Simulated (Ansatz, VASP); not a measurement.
## Two plane-wave programs on BaTe

```xyz
2
Lattice="0.0000 3.5329 3.5329 3.5329 0.0000 3.5329 3.5329 3.5329 0.0000" Properties=species:S:1:pos:R:3 pbc="T T T"
Ba    0.0000    0.0000    0.0000
Te    3.5329    3.5329    3.5329
```

Alike in both runs: functional PBE; k mesh 8 × 8 × 8; occupations fermi-dirac, width 0.02 eV; no spin polarisation.

Ansatz relaxed the structure, and its values are those at the end. VASP's run is a single point on that final structure, the one shown.

|  | VASP | Ansatz |
| --- | --- | --- |
| version | VASP 6.6.1 | Ansatz 0.2.0 |
| potentials or method | VASP PAW PBE potentials, release 64 (Ba_sv, Te), cutoff 520 eV | PAW plane waves |
| valence electrons in the cell | 16 | 26 |

|  | VASP | Ansatz | Ansatz less VASP |
| --- | --- | --- | --- |
| gap on the k mesh at the Fermi level (eV) | 1.58 | 1.66 | +0.077 |
| pressure (GPa) | 0.3 | 0.0 | -0.30 |

The functional is the same, so the differences come from potentials, cutoffs and numerics. VASP's potentials hold 16 valence electrons a cell and Ansatz's 26, so a difference there can come from the potentials and not from the codes.

Spin-orbit coupling is off throughout.
